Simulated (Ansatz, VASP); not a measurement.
# Two plane-wave programs on BaTiO3

```
Ba Ti O
1.0
     3.99410    0.00000    0.00000
     0.00000    3.99410    0.00000
     0.00000    0.00000    3.93419
Ba Ti O
1 1 3
Direct
  0.00000 0.00000 0.00000
  0.50000 0.50000 0.50000
  0.50000 0.50000 0.00000
  0.50000 0.00000 0.50000
  0.00000 0.50000 0.50000
```

Change from the starting cell: uniaxial_z strain -1.5%.

Alike in both runs: task single point; functional PBE; k mesh 6 × 6 × 6; occupations fermi-dirac, width 0.02 eV; no spin polarisation.

|  | VASP | Ansatz |
| --- | --- | --- |
| version | VASP 6.6.1 | Ansatz 0.2.0 |
| potentials or method | VASP PAW PBE potentials, release 64 (Ba_sv, Ti_sv, O) | plane waves, PAW |
| plane-wave cutoff (eV) | 520 | 420 |
| valence electrons in the cell | 40 | 40 |

|  | VASP | Ansatz | Ansatz less VASP |
| --- | --- | --- | --- |
| gap on the k mesh at the Fermi level (eV) | 1.75 | 1.82 | +0.069 |
| pressure (GPa) | 8.0 | 6.0 | -1.94 |
| traceless stress, the component that is largest in VASP (GPa) | 2.23 | 2.16 | -0.070 |

With one functional, cell and mesh, what is left measures potentials, basis and numerics.

Neither program's run includes spin-orbit coupling.
